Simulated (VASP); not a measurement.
# Ti (P6/mmm) in VASP: single point with PBEsol

Aim: the single point of Ti with PBEsol.

Program: VASP 6.6.1. These are calculated values, not measurements. Logs are shortened: lines on timing, memory, paths and dates and some standing lists are left out, and cuts for length are marked.

### 1 The cell of the first run

The structure is hexagonal, space group P6/mmm (No. 191). The conventional cell has a = 3.777 Å, b = 3.777 Å, c = 6.498 Å, α = 90.00°, β = 90.00°, γ = 120.00°. Ti (site symmetry 6/mmm) has 6 Ti at 3.78 Å within 5.0 Å.

### 2 Single point, PBEsol

The input, INCAR:

```
PREC = Accurate
ENCUT = 500
EDIFF = 1E-6
ISMEAR = 1
SIGMA = 0.1
LREAL = F
LASPH = T
NELM = 120
ALGO = Normal
ISIF = 2
LWAVE = F
LCHARG = F
GGA = PS
NBANDS = 12
GGA_COMPAT = F
```

The input, KPOINTS:

```
regular mesh
0
Gamma
  9 9 5
```

The input, POSCAR:

```
Ti
1.0
    3.7770000000      0.0000000000      0.0000000000
   -1.8885000000      3.2709780000      0.0000000000
    0.0000000000      0.0000000000      6.4980000000
Ti
1
Direct
    0.0000000000      0.0000000000      0.0000000000
```

Potentials or basis: VASP PAW PBE potentials, release 64 (Ti_sv).

On the command line:

```sh
$ cat potpaw_PBE.64/Ti_sv/POTCAR > POTCAR
$ mpirun -np 1 vasp_std > vasp.out
```

OUTCAR:

```text
PREC = Accurate
   ENCUT = 500
   EDIFF = 1E-6
   ISMEAR = 1
   LREAL = F
   LASPH = T
   NELM = 120
   ISIF = 2
   GGA = PS

 ion  position               nearest neighbor table
   1  0.000  0.000  0.000-

  LATTYP: Found a hexagonal cell.
 ALAT       =     3.7770000000
 C/A-ratio  =     1.7204130262

  Lattice vectors:

 A1 = (   3.7770000000,   0.0000000000,   0.0000000000)
 A2 = (  -1.8885000000,   3.2709780000,   0.0000000000)
 A3 = (   0.0000000000,   0.0000000000,   6.4980000000)

Analysis of symmetry for initial positions (statically):
=====================================================================
 Subroutine PRICEL returns:
 Original cell was already a primitive cell.

 Routine SETGRP: Setting up the symmetry group for a
 hexagonal supercell.

 Subroutine GETGRP returns: Found 24 space group operations
 (whereof 24 operations were pure point group operations)
 out of a pool of 24 trial point group operations.

The static configuration has the point symmetry D_6h.

Analysis of symmetry for dynamics (positions and initial velocities):
=====================================================================
 Subroutine PRICEL returns:
 Original cell was already a primitive cell.

 Routine SETGRP: Setting up the symmetry group for a
 hexagonal supercell.

 Subroutine GETGRP returns: Found 24 space group operations
 (whereof 24 operations were pure point group operations)
 out of a pool of 24 trial point group operations.

The dynamic configuration has the point symmetry D_6h.

 Subroutine INISYM returns: Found 24 space group operations
 (whereof 24 operations are pure point group operations),
 and found     1 'primitive' translations

----------------------------------------------------------------------------------------

                                     Primitive cell

  volume of cell :      80.2794

  direct lattice vectors                    reciprocal lattice vectors
     3.777000000  0.000000000  0.000000000     0.264760392  0.152859481  0.000000000
    -1.888500000  3.270978000  0.000000000     0.000000000  0.305718962  0.000000000
     0.000000000  0.000000000  6.498000000     0.000000000  0.000000000  0.153893506

  length of vectors
     3.777000000  3.777000043  6.498000000     0.305718966  0.305718962  0.153893506

  position of ions in fractional coordinates (direct lattice)
     0.000000000  0.000000000  0.000000000

  ion indices of the primitive-cell ions
   primitive index   ion index
                 1           1

----------------------------------------------------------------------------------------

 KPOINTS: regular mesh

Automatic generation of k-mesh.
 Grid dimensions read from file:
 generate k-points for:    9    9    5

 Generating k-lattice:

  Cartesian coordinates                     Fractional coordinates (reciprocal lattice)
     0.029417821  0.016984387  0.000000000     0.111111111  0.000000000  0.000000000
     0.000000000  0.033968774  0.000000000     0.000000000  0.111111111  0.000000000
     0.000000000  0.000000000  0.030778701     0.000000000  0.000000000  0.200000000

  Length of vectors
     0.033968774  0.033968774  0.030778701

  Shift w.r.t. Gamma in fractional coordinates (k-lattice)
     0.000000000  0.000000000  0.000000000

 Subroutine IBZKPT returns following result:
 ===========================================

 Found     36 irreducible k-points:

 Following reciprocal coordinates:
            Coordinates               Weight
  0.000000  0.000000  0.000000      1.000000
  0.111111  0.000000  0.000000      6.000000
  0.222222  0.000000  0.000000      6.000000
  0.333333  0.000000  0.000000      6.000000
  0.444444  0.000000  0.000000      6.000000
  0.111111  0.111111  0.000000      6.000000
[... 16 lines left out ...]
  0.333333  0.222222  0.200000     24.000000
  0.333333  0.333333  0.200000      4.000000
 [... further k-points ...]
   k-points           NKPTS =     36   k-points in BZ     NKDIM =     36   number of bands    NBANDS=     12
   number of dos      NEDOS =    301   number of ions     NIONS =      1
   total plane-waves  NPLWV =  37632
   dimension x,y,z NGX =    28 NGY =   28 NGZ =   48
   dimension x,y,z NGXF=    56 NGYF=   56 NGZF=   96
   ions per type =               1
   NGX,Y,Z   is equivalent  to a cutoff of  12.32, 12.32, 12.28 a.u.
   NGXF,Y,Z  is equivalent  to a cutoff of  24.65, 24.65, 24.56 a.u.
 SYSTEM =  unknown system
   PREC   = accura    normal or accurate (medium, high low for compatibility)
   ISTART =      0    job   : 0-new  1-cont  2-samecut
   ICHARG =      2    charge: 1-file 2-atom 10-const
   ISPIN  =      1    spin polarized calculation?
   LNONCOLLINEAR =      F non collinear calculations
   LSORBIT =      F    spin-orbit coupling
   LASPH  =      T    aspherical Exc in radial PAW
   ENCUT  =  500.0 eV  36.75 Ry    6.06 a.u.   6.89  6.89 11.85*2*pi/ulx,y,z
   NELM   =    120;   NELMIN=  2; NELMDL= -5     # of ELM steps
   EDIFF  = 0.1E-05   stopping-criterion for ELM
   LREAL  =      F    real-space projection
[... 7 lines left out ...]
   TEBEG  =    0.0;   TEEND  =   0.0 temperature during run
   PSTRESS=    0.0 pullay stress
   NELECT =      12.0000    total number of electrons
   NUPDOWN=      -1.0000    fix difference up-down
   EMIN   =  10.00;   EMAX   =-10.00  energy-range for DOS
   EFERMI =   0.00;   METHOD = LEGACY
   ISMEAR =     1;   SIGMA  =   0.10  broadening in eV -4-tet -1-fermi 0-gaus
   EFERMI_NEDOS =   21; number of points for ismear=-14 and -15
   IALGO  =     38    algorithm
   IMIX   =      4    mixing-type and parameters
     AMIX     =   0.40;   BMIX     =  1.00
     AMIX_MAG =   1.60;   BMIX_MAG =  1.00
  volume/ion in A,a.u.               =      80.28       541.75
  Fermi-wavevector in a.u.,A,eV,Ry     =   0.868828  1.641847 10.270522  0.754862
  Thomas-Fermi vector in A             =   1.987563
   LORBIT       =      0    0 simple, 1 ext, 2 COOP (PROOUT), +10 PAW based schemes
   GGA     = PS    functional components
   LHFCALC =     F    Hartree Fock is set to
   AEXX    =    0.0000 exact exchange contribution
   IVDW    =     0    specifies the selected vdW correction
   LEPSILON=     F    determine dielectric tensor
   LRPA    =     F    only Hartree local field effects (RPA)
 non-spin polarized calculation
 Methfessel and Paxton  Order N= 1 SIGMA  =   0.10
  energy-cutoff  :      500.00
  volume of cell :       80.28
 maximum number of plane-waves:      2049
 NGX is ok and might be reduce to    28
   NGX = 13   NGY = 13   NGZ = 23

 number of electron      11.9999997 magnetization

 Free energy of the ion-electron system (eV)
  ---------------------------------------------------
  ext. energy  EPLUGINS =         0.00000000
  ---------------------------------------------------
  free energy    TOTEN  =        -3.94403682 eV

  energy without entropy =       -3.93805285  energy(sigma->0) =       -3.94204216

 E-fermi :  -0.6229     XC(G=0):  -5.4412

 val. band max:       -0.6275456065   @ k =   0.2222   0.1111   0.0000
 cond. band min:      -0.6141995924   @ k =   0.2222   0.1111   0.4000
 fundamental gap:      0.0133460141
 Fermi energy:        -0.6229236346

 k-point     1 :       0.0000    0.0000    0.0000
  band No.  band energies     occupation
      1     -58.2841      2.00000
      2     -34.7750      2.00000
      3     -34.5327      2.00000
      4     -34.5327      2.00000
      5      -3.5813      2.00000
      6      -0.7172      2.03614
      7      -0.2824     -0.00002
      8      -0.2824     -0.00002
      9       0.0600     -0.00000
     10       0.0600     -0.00000
     11       0.7629     -0.00000
     12       3.1761      0.00000

 k-point     2 :       0.1111    0.0000    0.0000
  band No.  band energies     occupation
      1     -58.2838      2.00000
      2     -34.7746      2.00000
      3     -34.5361      2.00000
      4     -34.5335      2.00000
      5      -3.3878      2.00000
      6      -0.6626      1.61654
      7      -0.3505     -0.00080
      8      -0.2003     -0.00000
      9      -0.1789     -0.00000
     10       0.0428     -0.00000
     11       1.1558     -0.00000
     12       3.3005      0.00000

 k-point     3 :       0.2222    0.0000    0.0000
  band No.  band energies     occupation
      1     -58.2831      2.00000
      2     -34.7737      2.00000
      3     -34.5448      2.00000
      4     -34.5358      2.00000
      5      -2.8290      2.00000
      6      -0.5671      0.19947
      7      -0.4824     -0.06318
      8      -0.4573     -0.04101
      9      -0.0006     -0.00000
     10       0.0214     -0.00000
     11       1.9177      0.00000
     12       3.6892      0.00000
[... 286 lines left out ...]
 k-point    23 :       0.3333    0.2222    0.2000
  band No.  band energies     occupation
      1     -58.2817      2.00000
      2     -34.7715      2.00000
      3     -34.5577      2.00000
      4     -34.5470      2.00000
      5      -0.9947      2.00000
      6      -0.6855      1.86234
      7      -0.5942      0.53541
      8      -0.3173     -0.00014
      9      -0.2135     -0.00000
     10       1.2716     -0.00000
     11       2.4900      0.00000
     12       3.9023      0.00000

 k-point    24 :       0.3333    0.3333    0.2000
  band No.  band energies     occupation
      1     -58.2815      2.00000
      2     -34.7713      2.00000
      3     -34.5534      2.00000
      4     -34.5534      2.00000
      5      -0.7027      1.97896
      6      -0.7027      1.97896
      7      -0.5227     -0.05074
      8      -0.5227     -0.05074
      9      -0.1900     -0.00000
     10       2.0564      0.00000
     11       2.5733      0.00000
     12       2.5733      0.00000

 [... further k-points ...]

------------------------ aborting loop because EDIFF is reached ----------------------------------------

  FORCE on cell =-STRESS in cart. coord.  units (eV):
  Direction    XX          YY          ZZ          XY          YZ          ZX
  --------------------------------------------------------------------------------------
  -------------------------------------------------------------------------------------
  Total       -4.5976057     -4.5976059     -0.2308218      0.0000000      0.0000000      0.0000000
  in kB      -91.7567435    -91.7567463     -4.6066274      0.0000000      0.0000000      0.0000000
  external PRESSURE =     -62.7067057 kB  Pullay stress =       0.0000000 kB

 VOLUME and BASIS-vectors are now :
 -----------------------------------------------------------------------------
  energy-cutoff  :      500.00
  volume of cell :       80.28
      direct lattice vectors                 reciprocal lattice vectors
     3.777000000  0.000000000  0.000000000     0.264760392  0.152859481  0.000000000
    -1.888500000  3.270978000  0.000000000     0.000000000  0.305718962  0.000000000
     0.000000000  0.000000000  6.498000000     0.000000000  0.000000000  0.153893506

 POSITION                                       TOTAL-FORCE (eV/Angst)
 -----------------------------------------------------------------------------------
      0.00000      0.00000      0.00000         0.000000      0.000000      0.000000
 -----------------------------------------------------------------------------------
    total drift:                               -0.000000     -0.000000     -0.000000

  FREE ENERGIE OF THE ION-ELECTRON SYSTEM (eV)
  ---------------------------------------------------
  free  energy   TOTEN  =        -3.9440368210 eV

  energy  without entropy=       -3.9380528481  energy(sigma->0) =       -3.94204216
```

Wall time 27 s (1 thread of Intel Xeon 6975P-C, shared host); peak memory 0.19 GiB.

Results:

```yaml
Free_energy: -3.9440 eV
Pressure: -6.3 GPa
Band_gap_on_the_k_mesh: zero (band 6 reaches -0.55 eV, above the bottom of band 7 at -0.73 eV)
```

Stress tensor (GPa, compression positive):
```
-9.18  0.00  0.00
 0.00 -9.18  0.00
 0.00  0.00 -0.46
```

Caveat: the PAW data sets were made with another functional, which shifts forces and pressure a little.
